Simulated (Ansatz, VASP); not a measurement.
Given: the input of a run of VASP 6.6.1 on GaN.

File POSCAR:

```
GaN
1.0
    0.0000000000      2.2535006075      2.2535006075
    2.2535006075      0.0000000000      2.2535006075
    2.2535006075      2.2535006075      0.0000000000
Ga N
1 1
Direct
    0.0000000000      0.0000000000      0.0000000000
    0.2500000000      0.2500000000      0.2500000000
```

INCAR.step1

```
  PREC = Accurate
  ENCUT = 520
  EDIFF = 1E-5
  ISMEAR = -1
  SIGMA = 0.05
  LREAL = F
  LASPH = T
  NELM = 100
  ALGO = Normal
  ISIF = 2
  LWAVE = T
  LCHARG = F
  GGA = PE
  NBANDS = 16
```

Contents of INCAR.step2:

```
  PREC = Accurate
  ENCUT = 520
  EDIFF = 1E-6
  ISMEAR = -1
  SIGMA = 0.05
  LREAL = F
  LASPH = T
  NELM = 100
  ALGO = Normal
  ISIF = 2
  LWAVE = F
  LCHARG = F
  GGA = PS
  LHFCALC = T
  AEXX = 0.25
  PRECFOCK = Normal
  ISTART = 1
  NBANDS = 16
```

KPOINTS

```
regular mesh
0
Gamma
  5 5 5
```

Potentials or basis: VASP PAW PBE potentials, release 64 (Ga_d, N).

The run is started by

```bash
$ cat potpaw_PBE.64/Ga_d/POTCAR potpaw_PBE.64/N/POTCAR > POTCAR
$ cp INCAR.step1 INCAR
$ mpirun -np 1 vasp_std > vasp.out
$ cp INCAR.step2 INCAR
$ mpirun -np 1 vasp_std > vasp.out
```

Translate it to Ansatz 0.2.0. Potentials there: Ansatz PAW.

As run (the cutoff follows the program's own potentials):

Contents of input.yaml:

```yaml
crystal:
  lattice:
    - [0.0, 2.2535006075, 2.2535006075]
    - [2.2535006075, 0.0, 2.2535006075]
    - [2.2535006075, 2.2535006075, 0.0]
  atoms:
    - { symbol: Ga, position: [0.0, 0.0, 0.0] }
    - { symbol: "N", position: [0.25, 0.25, 0.25] }
hamiltonian:
  xc: { exchange: pbesol, correlation: pbesol, exx: { coeff: 0.25 } }
  pseudopotentials: { kind: paw }
kpoints:
  mp_grid: { grid: [5, 5, 5] }
scf:
  occupations: { method: fermi_dirac, width: 0.05 }
output:
  forces: true
  stress: true
  eigenvalues: true
```

Potentials or basis: Ansatz PAW.

Command:

```bash
$ ansatz run input.yaml --threads 2 --pin off --max-ram 5632MiB --backend cpu --events-out ev --progress --plain --runs-dir out
```

Both were run:

|  | VASP | Ansatz | Ansatz less VASP |
| --- | --- | --- | --- |
| gap on the k mesh at the Fermi level (eV) | 3.69 | 3.63 | -0.066 |
| least direct gap on the mesh (eV) | 3.69 | 3.63 | -0.066 |
| pressure (GPa) | -5.9 | -5.8 | +0.14 |

VASP's potentials were made for PBE, not for PBEsol-based global hybrid.

The k mesh is coarse, so the values compare programs but aren't converged. Noted on Ansatz's run: odd divisions of the mesh miss points on the zone boundary, where band edges often lie, so the gap on the mesh can be too wide.
